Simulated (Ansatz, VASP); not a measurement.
## Two plane-wave programs on Ti

The input POSCAR:

```
Ti
1.0
   -1.5917700000      1.5917700000      1.6410000000
    1.5917700000     -1.5917700000      1.6410000000
    1.5917700000      1.5917700000     -1.6410000000
Ti
1
Direct
    0.0000000000      0.0000000000      0.0000000000
```

INCAR.step1

```
SYSTEM = Ti
PREC = Accurate
ENCUT = 520
ISMEAR = 0
SIGMA = 0.15
LREAL = .False.
LASPH = .True.
NELM = 100
NBANDS = 12
GGA = PE
ALGO = Normal
EDIFF = 1E-4
LWAVE = .True.
LCHARG = .False.
```

The input INCAR.step2:

```
SYSTEM = Ti
PREC = Accurate
ENCUT = 520
EDIFF = 1E-7
ISMEAR = 0
SIGMA = 0.15
LREAL = .False.
LASPH = .True.
NELM = 100
ALGO = Normal
ISIF = 2
LWAVE = .False.
LCHARG = .False.
METAGGA = R2SCAN
LMIXTAU = .True.
NBANDS = 12
ISTART = 1
```

The input KPOINTS:

```
Automatic mesh
0
Gamma
  20 20 20
  0 0 0
```

Input for Ansatz:

```yaml
crystal:
  lattice:
    - [-1.59177, 1.59177, 1.641]
    - [1.59177, -1.59177, 1.641]
    - [1.59177, 1.59177, -1.641]
  atoms:
    - { symbol: Ti, position: [0.0, 0.0, 0.0] }
basis:
  ecutwfc: 500
kpoints:
  mp_grid: { grid: [20, 20, 20] }
hamiltonian:
  xc: r2scan
scf:
  occupations: { method: gaussian, width: 0.15 }
output:
  forces: true
  stress: true
  eigenvalues: true
```

Change from the starting cell: strain -0.0300 x Voigt [1, 1, 0, 0, 0, 0], atoms carried along.

Alike in both runs: task single point; functional r2SCAN; k mesh 20 × 20 × 20; occupations gaussian, width 0.15 eV; no spin polarisation.

|  | VASP | Ansatz |
| --- | --- | --- |
| version | VASP 6.6.1 | Ansatz 0.2.0 |
| potentials or method | VASP PAW PBE potentials, release 64 (Ti_sv), cutoff 520 eV | scalar-relativistic, plane waves, PAW |
| valence electrons in the cell | 12 | 12 |

```csv
,VASP,Ansatz,Ansatz less VASP
gap on the k mesh at the Fermi level (eV),none,none,-
pressure (GPa),4.5,4.1,-0.48
"traceless stress, the component that is largest in VASP (GPa)",0.68,0.67,-0.005
```

VASP's potentials were made for PBE, not for r2SCAN. A gap of «none» marks a metal or a gap that the smearing closes.
